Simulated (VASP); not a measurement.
# BP (F-43m) in VASP: a series of runs, part 2 of 2

VASP 6.6.1.

**3. Single point, PBEsol**

INCAR reads:

```
SYSTEM = BP
PREC     = Accurate       ! precision mode
ENCUT    = 500            ! plane-wave cutoff, eV
EDIFF    = 1E-6           ! SCF threshold, eV
ISMEAR   = -1             ! smearing method
SIGMA    = 0.01           ! smearing width, eV
LREAL    = .FALSE.        ! projectors in reciprocal space
LASPH    = .TRUE.         ! aspherical terms in the spheres
NELM     = 120            ! most SCF steps
ALGO     = Normal         ! electronic algorithm
ISIF     = 2              ! what is computed and relaxed
LWAVE    = .FALSE.        ! write WAVECAR
LCHARG   = .FALSE.        ! write CHGCAR
GGA      = PS             ! functional
NBANDS   = 11             ! bands
GGA_COMPAT= .FALSE.
```

KPOINTS reads:

```
Automatic mesh
0
G
  8 8 8
  0 0 0
```

POSCAR reads:

```
BP
1.0
    0.0000000000      2.2690000000      2.2690000000
    2.2690000000      0.0000000000      2.2690000000
    2.2690000000      2.2690000000      0.0000000000
P B
1 1
Direct
    0.7500000000      0.7500000000      0.7500000000
    0.0000000000      0.0000000000      0.0000000000
```

Potentials or basis: VASP PAW PBE potentials, release 64 (P, B).

Command:

```sh
cat potpaw_PBE.64/P/POTCAR potpaw_PBE.64/B/POTCAR > POTCAR
mpirun -np 1 vasp_std > vasp.out
```

OUTCAR:

```text
SYSTEM = BP
   PREC = Accurate
   ENCUT = 500
   EDIFF = 1E-6
   ISMEAR = -1
   LREAL = .FALSE.
   LASPH = .TRUE.
   NELM = 120
   ISIF = 2
   GGA = PS

 ion  position               nearest neighbor table
   1  0.750  0.750  0.750-   2 1.97   2 1.97   2 1.97   2 1.97
   2  0.000  0.000  0.000-   1 1.97   1 1.97   1 1.97   1 1.97

  LATTYP: Found a face centered cubic cell.
 ALAT       =     4.5380000000

  Lattice vectors:

 A1 = (   0.0000000000,   2.2690000000,   2.2690000000)
 A2 = (   2.2690000000,   0.0000000000,   2.2690000000)
 A3 = (   2.2690000000,   2.2690000000,   0.0000000000)

Analysis of symmetry for initial positions (statically):
=====================================================================
 Subroutine PRICEL returns:
 Original cell was already a primitive cell.

 Routine SETGRP: Setting up the symmetry group for a
 face centered cubic supercell.

 Subroutine GETGRP returns: Found 24 space group operations
 (whereof 24 operations were pure point group operations)
 out of a pool of 48 trial point group operations.

The static configuration has the point symmetry T_d .

Analysis of symmetry for dynamics (positions and initial velocities):
=====================================================================
 Subroutine PRICEL returns:
 Original cell was already a primitive cell.

 Routine SETGRP: Setting up the symmetry group for a
 face centered cubic supercell.

 Subroutine GETGRP returns: Found 24 space group operations
 (whereof 24 operations were pure point group operations)
 out of a pool of 48 trial point group operations.

The dynamic configuration has the point symmetry T_d .

 Subroutine INISYM returns: Found 24 space group operations
 (whereof 24 operations are pure point group operations),
 and found     1 'primitive' translations

----------------------------------------------------------------------------------------

                                     Primitive cell

  volume of cell :      23.3633
[... 110 lines left out ...]
  volume/ion in A,a.u.               =      11.68        78.83
  Fermi-wavevector in a.u.,A,eV,Ry     =   1.145320  2.164342 17.847562  1.311759
  Thomas-Fermi vector in A             =   2.282009
   LORBIT       =      0    0 simple, 1 ext, 2 COOP (PROOUT), +10 PAW based schemes
   GGA     = PS    functional components
   LHFCALC =     F    Hartree Fock is set to
   AEXX    =    0.0000 exact exchange contribution
   IVDW    =     0    specifies the selected vdW correction
   LEPSILON=     F    determine dielectric tensor
   LRPA    =     F    only Hartree local field effects (RPA)
 non-spin polarized calculation
  energy-cutoff  :      500.00
  volume of cell :       23.36
 maximum number of plane-waves:       609
   NGX = 11   NGY = 11   NGZ = 11

 number of electron       8.0000000 magnetization

 Free energy of the ion-electron system (eV)
  ---------------------------------------------------
  ext. energy  EPLUGINS =         0.00000000
  ---------------------------------------------------
  free energy    TOTEN  =       -13.66988309 eV

  energy without entropy =      -13.66988309  energy(sigma->0) =      -13.66988309

 E-fermi :   7.5962     XC(G=0): -11.0454

 val. band max:        7.4064178562   @ k =   0.0000   0.0000   0.0000
 cond. band min:       8.5693048554   @ k =   0.3750   0.3750   0.0000
 fundamental gap:      1.1628869991
 Fermi energy:         7.5962119944

 k-point     1 :       0.0000    0.0000    0.0000
  band No.  band energies     occupation
      1      -8.0920      2.00000
      2       7.4064      2.00000
      3       7.4064      2.00000
      4       7.4064      2.00000
      5      10.7628      0.00000
      6      10.7628      0.00000
      7      10.7628      0.00000
      8      14.7492      0.00000
      9      18.6485      0.00000
     10      19.5274      0.00000
     11      19.5274      0.00000
[... 309 lines left out ...]
 k-point    24 :      -0.3750    0.2500    0.1250
  band No.  band energies     occupation
      1      -4.0818      2.00000
      2      -1.0915      2.00000
      3       2.8470      2.00000
      4       4.2571      2.00000
      5      11.5050      0.00000
      6      12.5393      0.00000
      7      15.6809      0.00000
      8      17.1275      0.00000
      9      17.7631      0.00000
     10      21.7779      0.00000
     11      24.0699      0.00000

 [... further k-points ...]
[... 5 lines left out ...]
  --------------------------------------------------------------------------------------
  -------------------------------------------------------------------------------------
  Total       -0.2673437     -0.2673437     -0.2673437     -0.0000000      0.0000000      0.0000000
  in kB      -18.3335672    -18.3335672    -18.3335672     -0.0000000      0.0000000      0.0000000
  external PRESSURE =     -18.3335672 kB  Pullay stress =       0.0000000 kB

 VOLUME and BASIS-vectors are now :
 -----------------------------------------------------------------------------
  energy-cutoff  :      500.00
  volume of cell :       23.36
      direct lattice vectors                 reciprocal lattice vectors
     0.000000000  2.269000000  2.269000000    -0.220361393  0.220361393  0.220361393
     2.269000000  0.000000000  2.269000000     0.220361393 -0.220361393  0.220361393
     2.269000000  2.269000000  0.000000000     0.220361393  0.220361393 -0.220361393

 POSITION                                       TOTAL-FORCE (eV/Angst)
 -----------------------------------------------------------------------------------
      3.40350      3.40350      3.40350        -0.000000     -0.000000     -0.000000
      0.00000      0.00000      0.00000         0.000000      0.000000      0.000000
 -----------------------------------------------------------------------------------
    total drift:                               -0.000000     -0.000000     -0.000000

  FREE ENERGIE OF THE ION-ELECTRON SYSTEM (eV)
  ---------------------------------------------------
  free  energy   TOTEN  =       -13.6698830941 eV

  energy  without entropy=      -13.6698830940  energy(sigma->0) =      -13.66988309
```

OSZICAR:

```text
N       E                     dE             d eps       ncg     rms          rms(c)
DAV:   1     0.667233785927E+01    0.66723E+01   -0.36668E+03   646   0.626E+02
DAV:   2    -0.138888075152E+02   -0.20561E+02   -0.19476E+02   811   0.106E+02
DAV:   3    -0.143772535164E+02   -0.48845E+00   -0.48710E+00   827   0.143E+01
DAV:   4    -0.143791185790E+02   -0.18651E-02   -0.18649E-02   701   0.102E+00
DAV:   5    -0.143791284608E+02   -0.98818E-05   -0.98817E-05   803   0.747E-02    0.702E+00
DAV:   6    -0.137782535634E+02    0.60087E+00   -0.12924E+00   719   0.483E+00    0.375E+00
DAV:   7    -0.136790844033E+02    0.99169E-01   -0.23646E-01   791   0.239E+00    0.122E+00
DAV:   8    -0.136696828118E+02    0.94016E-02   -0.25329E-02   741   0.889E-01    0.167E-01
DAV:   9    -0.136698191436E+02   -0.13633E-03   -0.69397E-04   713   0.179E-01    0.101E-01
DAV:  10    -0.136698788194E+02   -0.59676E-04   -0.10724E-04   709   0.633E-02    0.211E-02
DAV:  11    -0.136698827572E+02   -0.39378E-05   -0.58833E-06   782   0.143E-02    0.256E-02
DAV:  12    -0.136698830941E+02   -0.33686E-06   -0.20563E-06   546   0.650E-03
   1 F= -.13669883E+02 E0= -.13669883E+02  d E =-.133907E-10
```

stdout:

```text
POSCAR found type information on POSCAR P B
 POSCAR found :  2 types and       2 ions
 scaLAPACK will be used
 -----------------------------------------------------------------------------
|                                                                             |
|                                                                             |
|     You enforced a specific xc type in the INCAR file but a different       |
|     I HOPE YOU KNOW WHAT YOU ARE DOING!                                     |
|                                                                             |
 -----------------------------------------------------------------------------

 LDA part: xc-table for (Slater+PW92), standard interpolation
 POSCAR, INCAR and KPOINTS ok, starting setup
 FFT: planning ... GRIDC
 FFT: planning ... GRID_SOFT
 FFT: planning ... GRID
 WAVECAR not read
 entering main loop
```

It took 2.6 s on 1 thread of Intel Xeon 6975P-C (Granite Rapids), shared host; peak memory 0.13 GiB.

What came out:

| Item | Value |
| --- | --- |
| Free energy | -13.6699 eV |
| Pressure | -1.8 GPa |
| Band gap on the k mesh | 1.16 eV, indirect (least direct gap 3.36 eV) |

Caveat: the PAW data sets were made with another functional, which shifts forces and pressure a little.

**4. Single point, PBEsol**

INCAR reads:

```
PREC = Accurate
ENCUT = 500
EDIFF = 1E-6
ISMEAR = -1
SIGMA = 0.005
LREAL = False
LASPH = True
NELM = 120
ALGO = Normal
ISIF = 2
LWAVE = False
LCHARG = False
GGA = PS
NBANDS = 11
GGA_COMPAT = False
```

KPOINTS reads:

```
regular mesh
0
Gamma
  8 8 8
```

POSCAR is that of step 3.

Potentials or basis: VASP PAW PBE potentials, release 64 (P, B).

Command:

```sh
cat potpaw_PBE.64/P/POTCAR potpaw_PBE.64/B/POTCAR > POTCAR
mpirun -np 1 vasp_std > vasp.out
```

OUTCAR:

```text
PREC = Accurate
   ENCUT = 500
   EDIFF = 1E-6
   ISMEAR = -1
   LREAL = False
   LASPH = True
   NELM = 120
   ISIF = 2
   GGA = PS

 ion  position               nearest neighbor table
   1  0.750  0.750  0.750-   2 1.97   2 1.97   2 1.97   2 1.97
   2  0.000  0.000  0.000-   1 1.97   1 1.97   1 1.97   1 1.97

  LATTYP: Found a face centered cubic cell.
 ALAT       =     4.5380000000

  Lattice vectors:

 A1 = (   0.0000000000,   2.2690000000,   2.2690000000)
 A2 = (   2.2690000000,   0.0000000000,   2.2690000000)
 A3 = (   2.2690000000,   2.2690000000,   0.0000000000)
[... 511 lines left out ...]
      7      15.6809      0.00000
      8      17.1275      0.00000
      9      17.7631      0.00000
     10      21.7779      0.00000
     11      24.0699      0.00000

 [... further k-points ...]
[... 5 lines left out ...]
  --------------------------------------------------------------------------------------
  -------------------------------------------------------------------------------------
  Total       -0.2673437     -0.2673437     -0.2673437     -0.0000000      0.0000000     -0.0000000
  in kB      -18.3335673    -18.3335673    -18.3335673     -0.0000000      0.0000000     -0.0000000
  external PRESSURE =     -18.3335673 kB  Pullay stress =       0.0000000 kB

 VOLUME and BASIS-vectors are now :
 -----------------------------------------------------------------------------
  energy-cutoff  :      500.00
  volume of cell :       23.36
      direct lattice vectors                 reciprocal lattice vectors
     0.000000000  2.269000000  2.269000000    -0.220361393  0.220361393  0.220361393
     2.269000000  0.000000000  2.269000000     0.220361393 -0.220361393  0.220361393
     2.269000000  2.269000000  0.000000000     0.220361393  0.220361393 -0.220361393

 POSITION                                       TOTAL-FORCE (eV/Angst)
 -----------------------------------------------------------------------------------
      3.40350      3.40350      3.40350         0.000000      0.000000      0.000000
      0.00000      0.00000      0.00000        -0.000000     -0.000000     -0.000000
 -----------------------------------------------------------------------------------
    total drift:                               -0.000000     -0.000000     -0.000000

  FREE ENERGIE OF THE ION-ELECTRON SYSTEM (eV)
  ---------------------------------------------------
  free  energy   TOTEN  =       -13.6698830935 eV

  energy  without entropy=      -13.6698830935  energy(sigma->0) =      -13.66988309
```

OSZICAR:

```text
N       E                     dE             d eps       ncg     rms          rms(c)
DAV:   1     0.667254906017E+01    0.66725E+01   -0.36668E+03   646   0.626E+02
DAV:   2    -0.138888075151E+02   -0.20561E+02   -0.19476E+02   811   0.106E+02
DAV:   3    -0.143772535164E+02   -0.48845E+00   -0.48710E+00   827   0.143E+01
DAV:   4    -0.143791185790E+02   -0.18651E-02   -0.18649E-02   701   0.102E+00
DAV:   5    -0.143791284608E+02   -0.98818E-05   -0.98817E-05   803   0.747E-02    0.702E+00
DAV:   6    -0.137782535634E+02    0.60087E+00   -0.12924E+00   719   0.483E+00    0.375E+00
DAV:   7    -0.136790844033E+02    0.99169E-01   -0.23646E-01   791   0.239E+00    0.122E+00
DAV:   8    -0.136696828112E+02    0.94016E-02   -0.25329E-02   741   0.889E-01    0.167E-01
DAV:   9    -0.136698191430E+02   -0.13633E-03   -0.69397E-04   713   0.179E-01    0.101E-01
DAV:  10    -0.136698788188E+02   -0.59676E-04   -0.10724E-04   709   0.633E-02    0.211E-02
DAV:  11    -0.136698827567E+02   -0.39378E-05   -0.58833E-06   782   0.143E-02    0.256E-02
DAV:  12    -0.136698830935E+02   -0.33687E-06   -0.20563E-06   546   0.650E-03
   1 F= -.13669883E+02 E0= -.13669883E+02  d E =0.000000E+00
```

stdout:

```text
POSCAR found type information on POSCAR P B
 POSCAR found :  2 types and       2 ions
 scaLAPACK will be used
 -----------------------------------------------------------------------------
|                                                                             |
|                                                                             |
|     You enforced a specific xc type in the INCAR file but a different       |
|     I HOPE YOU KNOW WHAT YOU ARE DOING!                                     |
|                                                                             |
 -----------------------------------------------------------------------------

 LDA part: xc-table for (Slater+PW92), standard interpolation
 POSCAR, INCAR and KPOINTS ok, starting setup
 FFT: planning ... GRIDC
 FFT: planning ... GRID_SOFT
 FFT: planning ... GRID
 WAVECAR not read
 entering main loop
```

Wall time 2.6 s (1 thread of Intel Xeon 6975P-C (Granite Rapids), shared host); peak memory 0.12 GiB.

Results:

```
Free energy            : -13.6699 eV
Pressure               : -1.8 GPa
Band gap on the k mesh : 1.16 eV, indirect (least direct gap 3.36 eV)
```

Caveat: the PAW data sets were made with another functional, which shifts forces and pressure a little.

**5. Summary**

```csv
smearing,gap on the mesh (eV),pressure (GPa)
fermi-dirac 0.025 eV,1.16,-1.8
fermi-dirac 0.01 eV,1.16,-1.8
fermi-dirac 0.005 eV,1.16,-1.8
```

Alike in all rows: task single point; level PBEsol; potentials or basis VASP PAW PBE potentials, release 64 (P, B); no spin polarisation; cell as given; k mesh 8 × 8 × 8; cutoff (eV) 500.

On the cell as given the gap runs from 1.16 eV (PBEsol) to 1.16 eV (PBEsol).

Caveats: the PAW data sets were made with another functional, which shifts forces and pressure a little.

Total energies depend on the potentials used, so only differences within one code and one set of settings carry meaning.
